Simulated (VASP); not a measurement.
# Al2CdPb4 (P1) in VASP: single point with PBE

Aim: the single point of Al2CdPb4 with PBE.

Program: VASP 6.6.1. These are calculated values, not measurements. Logs are shortened: lines on timing, memory, paths and dates and some standing lists are left out, and cuts for length are marked.

## (1) The cell of the first run

The typed cell holds 7 atoms: a = 4.330 Å, b = 3.300 Å, c = 16.516 Å, α = 89.61°, β = 87.37°, γ = 124.28°.

## (2) Single point, PBE

Input file INCAR:

```
PREC     = Accurate       # precision mode
ENCUT    = 520            # plane-wave cutoff, eV
EDIFF    = 1E-6           # SCF threshold, eV
ISMEAR   = 0              # smearing method
SIGMA    = 0.2            # smearing width, eV
LREAL    = False          # projectors in reciprocal space
LASPH    = True           # aspherical terms in the spheres
NELM     = 80             # most SCF steps
ALGO     = Fast           # electronic algorithm
ISIF     = 2              # what is computed and relaxed
LWAVE    = False          # write WAVECAR
LCHARG   = False          # write CHGCAR
GGA      = PE             # functional
NBANDS   = 46             # bands
```

Input file KPOINTS:

```
regular mesh
0
Gamma
  6 6 2
```

Input file POSCAR:

```
Al2CdPb4
1.0
    4.3240052202      0.2017175836      0.0874151909
   -1.9841729404      2.6367865452      0.0145453196
    0.4086349364      0.3557368431     16.5067175341
Al Cd Pb
2 1 4
Direct
    0.1154745006      0.1944443194      0.2179100399
   -0.1145359431     -0.1925001062      0.7820747837
   -0.0001640597     -0.0001691498      0.4999887155
    0.6226811969      0.2799204027      0.3480347303
    0.3764900906      0.7176593950      0.6519905161
    0.2996413398      0.6756395409      0.9114300156
    0.7004128750      0.3250055980      0.0885711989
```

Potentials or basis: VASP PAW PBE potentials, release 64 (Al, Cd, Pb_d).

The run is started by

```
$ cat potpaw_PBE.64/Al/POTCAR potpaw_PBE.64/Cd/POTCAR potpaw_PBE.64/Pb_d/POTCAR > POTCAR
$ mpirun -np 1 vasp_std > vasp.out
```

OUTCAR:

```text
PREC = Accurate
   ENCUT = 520
   EDIFF = 1E-6
   ISMEAR = 0
   LREAL = False
   LASPH = True
   NELM = 80
   ISIF = 2
   GGA = PE

 ion  position               nearest neighbor table
   1  0.115  0.194  0.218-   7 3.03   4 3.04   7 3.07   4 3.08   4 3.24   7 3.26   7 3.69   4 3.73

   2  0.885  0.807  0.782-   6 3.03   5 3.04   6 3.07   5 3.09   5 3.23   6 3.26   6 3.70   5 3.74

   3  1.000  1.000  0.500-   5 3.27   4 3.27   4 3.31   5 3.31   4 3.44   5 3.45
   4  0.623  0.280  0.348-   1 3.04   1 3.08   1 3.24   3 3.27   3 3.31   3 3.44   1 3.73
   5  0.376  0.718  0.652-   2 3.04   2 3.09   2 3.23   3 3.27   3 3.31   3 3.45   2 3.74
   6  0.300  0.676  0.911-   2 3.03   2 3.07   2 3.26   7 3.54   7 3.54   2 3.70   7 3.95
   7  0.700  0.325  0.089-   1 3.03   1 3.07   1 3.26   6 3.54   6 3.54   1 3.69   6 3.95

  LATTYP: Found a triclinic cell.
 ALAT       =     3.6799886865
 B/A-ratio  =     0.8967335337
 C/A-ratio  =     4.4879503209
 COS(alpha) =     0.0067392390
 COS(beta)  =     0.0600377835
 COS(gamma) =     0.2341416237

  Lattice vectors:

 A1 = (   2.3398322798,   2.8385041288,   0.1019605105)
 A2 = (  -1.9841729404,   2.6367865452,   0.0145453196)
 A3 = (   0.4086349364,   0.3557368431,  16.5067175341)

Analysis of symmetry for initial positions (statically):
=====================================================================
 Subroutine PRICEL returns:
 Original cell was already a primitive cell.

 Routine SETGRP: Setting up the symmetry group for a
 triclinic supercell.

 Subroutine GETGRP returns: Found  1 space group operations
 (whereof  1 operations were pure point group operations)
 out of a pool of  2 trial point group operations.

The static configuration has the point symmetry C_1 .

Analysis of symmetry for dynamics (positions and initial velocities):
=====================================================================
 Subroutine PRICEL returns:
 Original cell was already a primitive cell.

 Routine SETGRP: Setting up the symmetry group for a
 triclinic supercell.

 Subroutine GETGRP returns: Found  1 space group operations
 (whereof  1 operations were pure point group operations)
 out of a pool of  2 trial point group operations.

The dynamic configuration has the point symmetry C_1 .

 Subroutine INISYM returns: Found  1 space group operations
 (whereof  1 operations are pure point group operations),
 and found     1 'primitive' translations

----------------------------------------------------------------------------------------

                                     Primitive cell

  volume of cell :     194.6306

  direct lattice vectors                    reciprocal lattice vectors
     4.324005220  0.201717584  0.087415191     0.223600568  0.168309214 -0.009162621
    -1.984172940  2.636786545  0.014545320    -0.016947993  0.366537461 -0.007479703
     0.408634936  0.355736843 16.506717534    -0.001169195 -0.001214305  0.060636510

  length of vectors
     4.329590344  3.299969259 16.515606406     0.280016355  0.367005301  0.060659937

  position of ions in fractional coordinates (direct lattice)
     0.115474501  0.194444319  0.217910040
     0.885464057  0.807499894  0.782074784
     0.999835940  0.999830850  0.499988716
     0.622681197  0.279920403  0.348034730
     0.376490091  0.717659395  0.651990516
     0.299641340  0.675639541  0.911430016
     0.700412875  0.325005598  0.088571199

  ion indices of the primitive-cell ions
   primitive index   ion index
                 1           1
                 2           2
                 3           3
                 4           4
                 5           5
                 6           6
                 7           7

----------------------------------------------------------------------------------------

 KPOINTS: regular mesh

Automatic generation of k-mesh.
 Grid dimensions read from file:
 generate k-points for:    6    6    2

 Generating k-lattice:

  Cartesian coordinates                     Fractional coordinates (reciprocal lattice)
     0.037266761  0.028051536 -0.001527103     0.166666667  0.000000000  0.000000000
    -0.002824666  0.061089577 -0.001246617    -0.000000000  0.166666667  0.000000000
    -0.000584598 -0.000607152  0.030318255    -0.000000000  0.000000000  0.500000000

  Length of vectors
     0.046669393  0.061167550  0.030329968

  Shift w.r.t. Gamma in fractional coordinates (k-lattice)
     0.000000000  0.000000000  0.000000000

 Subroutine IBZKPT returns following result:
 ===========================================

 Found     40 irreducible k-points:

 Following reciprocal coordinates:
            Coordinates               Weight
  0.000000  0.000000  0.000000      1.000000
  0.166667  0.000000  0.000000      2.000000
  0.333333  0.000000  0.000000      2.000000
  0.500000  0.000000  0.000000      1.000000
  0.000000  0.166667  0.000000      2.000000
  0.166667  0.166667  0.000000      2.000000
[... 16 lines left out ...]
  0.333333  0.000000  0.500000      2.000000
  0.500000  0.000000  0.500000      1.000000
 [... further k-points ...]
   k-points           NKPTS =     40   k-points in BZ     NKDIM =     40   number of bands    NBANDS=     46
   number of dos      NEDOS =    301   number of ions     NIONS =      7
   total plane-waves  NPLWV = 112896
   dimension x,y,z NGX =    32 NGY =   28 NGZ =  126
   dimension x,y,z NGXF=    64 NGYF=   56 NGZF=  252
   ions per type =               2   1   4
   NGX,Y,Z   is equivalent  to a cutoff of  12.29, 14.11, 12.68 a.u.
   NGXF,Y,Z  is equivalent  to a cutoff of  24.57, 28.21, 25.37 a.u.
 SYSTEM =  unknown system
   PREC   = accura    normal or accurate (medium, high low for compatibility)
   ISTART =      0    job   : 0-new  1-cont  2-samecut
   ICHARG =      2    charge: 1-file 2-atom 10-const
   ISPIN  =      1    spin polarized calculation?
   LNONCOLLINEAR =      F non collinear calculations
   LSORBIT =      F    spin-orbit coupling
   LASPH  =      T    aspherical Exc in radial PAW
   ENCUT  =  520.0 eV  38.22 Ry    6.18 a.u.   8.05  6.14 30.71*2*pi/ulx,y,z
   NELM   =     80;   NELMIN=  2; NELMDL= -5     # of ELM steps
   EDIFF  = 0.1E-05   stopping-criterion for ELM
   LREAL  =      F    real-space projection
   EDIFFG = 0.1E-04   stopping-criterion for IOM
   NSW    =      0    number of steps for IOM
   IBRION =     -1    ionic relax: 0-MD 1-quasi-New 2-CG
   NFREE  =      0    steps in history (QN), initial steepest desc. (CG)
   ISIF   =      2    stress and relaxation
   ISYM   =      2    0-nonsym 1-usesym 2-fastsym
   POTIM  = 0.5000    time-step for ionic-motion
   TEBEG  =    0.0;   TEEND  =   0.0 temperature during run
   PSTRESS=    0.0 pullay stress
   NELECT =      74.0000    total number of electrons
   NUPDOWN=      -1.0000    fix difference up-down
   EMIN   =  10.00;   EMAX   =-10.00  energy-range for DOS
   EFERMI =   0.00;   METHOD = LEGACY
   ISMEAR =     0;   SIGMA  =   0.20  broadening in eV -4-tet -1-fermi 0-gaus
   EFERMI_NEDOS =   21; number of points for ismear=-14 and -15
   IALGO  =     68    algorithm
   IMIX   =      4    mixing-type and parameters
     AMIX     =   0.40;   BMIX     =  1.00
     AMIX_MAG =   1.60;   BMIX_MAG =  1.00
  volume/ion in A,a.u.               =      27.80       187.63
  Fermi-wavevector in a.u.,A,eV,Ry     =   1.185992  2.241200 19.137636  1.406577
  Thomas-Fermi vector in A             =   2.322174
   LORBIT       =      0    0 simple, 1 ext, 2 COOP (PROOUT), +10 PAW based schemes
   GGA     = PE    functional components
   LHFCALC =     F    Hartree Fock is set to
   AEXX    =    0.0000 exact exchange contribution
   IVDW    =     0    specifies the selected vdW correction
   LEPSILON=     F    determine dielectric tensor
   LRPA    =     F    only Hartree local field effects (RPA)
 non-spin polarized calculation
 RMM-DIIS sequential band-by-band and
 Gauss-broadening in eV      SIGMA  =   0.20
  energy-cutoff  :      520.00
  volume of cell :      194.63
 maximum number of plane-waves:      5280
   NGX = 17   NGY = 13   NGZ = 61

 number of electron      74.0000008 magnetization

 Free energy of the ion-electron system (eV)
  ---------------------------------------------------
  ext. energy  EPLUGINS =         0.00000000
  ---------------------------------------------------
  free energy    TOTEN  =       -21.28196935 eV

  energy without entropy =      -21.23521077  energy(sigma->0) =      -21.25859006

 E-fermi :   5.8058     XC(G=0):  -9.8309

 val. band max:        5.7991959535   @ k =   0.3333   0.5000  -0.0000
 cond. band min:       5.8710251560   @ k =   0.0000   0.3333   0.5000
 fundamental gap:      0.0718292026
 Fermi energy:         5.8058153603

 k-point     1 :       0.0000    0.0000    0.0000
  band No.  band energies     occupation
      1     -11.2642      2.00000
      2     -11.2536      2.00000
      3     -11.2473      2.00000
      4     -11.2466      2.00000
      5     -11.0946      2.00000
      6     -11.0722      2.00000
[... 38 lines left out ...]
     45      11.7015      0.00000
     46      11.7794      0.00000

 k-point     2 :       0.1667    0.0000    0.0000
  band No.  band energies     occupation
      1     -11.2611      2.00000
      2     -11.2437      2.00000
      3     -11.2408      2.00000
      4     -11.2398      2.00000
      5     -11.0886      2.00000
      6     -11.0475      2.00000
[... 38 lines left out ...]
     45      11.3306      0.00000
     46      11.6152      0.00000

 k-point     3 :       0.3333    0.0000    0.0000
  band No.  band energies     occupation
      1     -11.2605      2.00000
      2     -11.2355      2.00000
      3     -11.2344      2.00000
      4     -11.2292      2.00000
      5     -11.1013      2.00000
      6     -11.0594      2.00000
[... 38 lines left out ...]
     45      11.2143      0.00000
     46      11.4728      0.00000

 k-point     4 :       0.5000    0.0000    0.0000
  band No.  band energies     occupation
      1     -11.2625      2.00000
      2     -11.2340      2.00000
      3     -11.2334      2.00000
      4     -11.2259      2.00000
      5     -11.1003      2.00000
      6     -11.0905      2.00000
[... 920 lines left out ...]
     45      11.6183      0.00000
     46      11.8649      0.00000

 k-point    23 :       0.3333    0.0000    0.5000
  band No.  band energies     occupation
      1     -11.2606      2.00000
      2     -11.2355      2.00000
      3     -11.2343      2.00000
      4     -11.2292      2.00000
      5     -11.1013      2.00000
      6     -11.0592      2.00000
[... 38 lines left out ...]
     45      10.6521      0.00000
     46      11.4668      0.00000

 k-point    24 :       0.5000    0.0000    0.5000
  band No.  band energies     occupation
      1     -11.2625      2.00000
      2     -11.2343      2.00000
      3     -11.2331      2.00000
      4     -11.2259      2.00000
      5     -11.1001      2.00000
      6     -11.0908      2.00000
[... 38 lines left out ...]
     45      10.6165      0.00000
     46      11.4161      0.00000

 [... further k-points ...]

------------------------ aborting loop because EDIFF is reached ----------------------------------------

  FORCE on cell =-STRESS in cart. coord.  units (eV):
  Direction    XX          YY          ZZ          XY          YZ          ZX
  --------------------------------------------------------------------------------------
  -------------------------------------------------------------------------------------
  Total        0.0802106      0.0462580      0.0459041     -0.0814219      0.0136217      0.0045909
  in kB        0.6602843      0.3807908      0.3778775     -0.6702560      0.1121326      0.0377922
  external PRESSURE =       0.4729842 kB  Pullay stress =       0.0000000 kB

 VOLUME and BASIS-vectors are now :
 -----------------------------------------------------------------------------
  energy-cutoff  :      520.00
  volume of cell :      194.63
      direct lattice vectors                 reciprocal lattice vectors
     4.324005220  0.201717584  0.087415191     0.223600568  0.168309214 -0.009162621
    -1.984172940  2.636786545  0.014545320    -0.016947993  0.366537461 -0.007479703
     0.408634936  0.355736843 16.506717534    -0.001169195 -0.001214305  0.060636510

 POSITION                                       TOTAL-FORCE (eV/Angst)
 -----------------------------------------------------------------------------------
      0.20255      0.61352      3.60990         0.003535      0.007868     -0.006320
      2.54611      2.58603     12.99864        -0.005396     -0.009861      0.008018
      2.54377      3.01589      8.35512         0.000032     -0.000630     -0.000522
      2.27929      0.98750      5.80341         0.002881     -0.001706     -0.000952
      0.47041      2.20020     10.80557        -0.002526      0.003651     -0.000505
      0.32751      2.16619     15.08074         0.010922      0.008831     -0.012793
      2.41991      1.02976      1.52797        -0.009447     -0.008153      0.013075
 -----------------------------------------------------------------------------------
    total drift:                               -0.000002     -0.000037      0.000121

  FREE ENERGIE OF THE ION-ELECTRON SYSTEM (eV)
  ---------------------------------------------------
  free  energy   TOTEN  =       -21.2819693476 eV

  energy  without entropy=      -21.2352107707  energy(sigma->0) =      -21.25859006
```

It took 8.9 min on 1 thread of Intel Xeon Platinum 8488C (Sapphire Rapids), shared host; peak memory 0.53 GiB.

Results:

| Property | Result |
| --- | --- |
| Free energy | -21.2820 eV |
| Pressure | 0.0 GPa |
| Largest force | 0.019 eV/Å |
| Band gap on the k mesh | zero (bands 37 and 38 overlap by 4.06 eV) |

Forces in eV/Å, atoms in the order of the input:
```
Al   0.004  0.008 -0.006
Al  -0.005 -0.010  0.008
Cd   0.000 -0.001 -0.001
Pb   0.003 -0.002 -0.001
Pb  -0.003  0.004 -0.001
Pb   0.011  0.009 -0.013
Pb  -0.009 -0.008  0.013
```

Stress tensor (GPa, compression positive):
```
 0.07 -0.07  0.00
-0.07  0.04  0.01
 0.00  0.01  0.04
```

Levels at points of the mesh, in eV from the Fermi level:
```csv
k point,band 34,band 35,band 36,band 37,band 38,band 39,band 40,band 41
"(0.00, 0.00, 0.00)",-0.49,1.60,1.79,2.89,3.17,3.37,3.60,4.68
"(0.50, 0.00, 0.00)",-3.00,-2.96,-1.46,-1.04,-0.23,-0.15,2.05,2.89
"(0.00, 0.50, 0.00)",-1.96,-1.88,-1.54,-1.24,-0.43,-0.15,-0.08,0.45
"(0.50, 0.50, 0.00)",-2.61,-2.32,-0.70,-0.43,-0.12,0.33,2.19,2.65
"(0.00, 0.00, 0.50)",1.19,1.55,1.79,1.88,2.72,3.51,4.25,4.67
"(0.50, 0.00, 0.50)",-2.88,-2.39,-2.23,-1.38,0.30,0.61,1.29,2.03
"(0.00, 0.50, 0.50)",-1.86,-1.77,-1.46,-1.36,-0.24,-0.19,0.11,0.11
"(0.50, 0.50, 0.50)",-2.20,-2.19,-1.44,-0.87,0.72,1.14,1.49,2.30
```

Caveat: spin-orbit coupling is left out, which moves the levels of the heavy elements.

The gap in the log of VASP goes by the Fermi energy; the results here count the filled bands.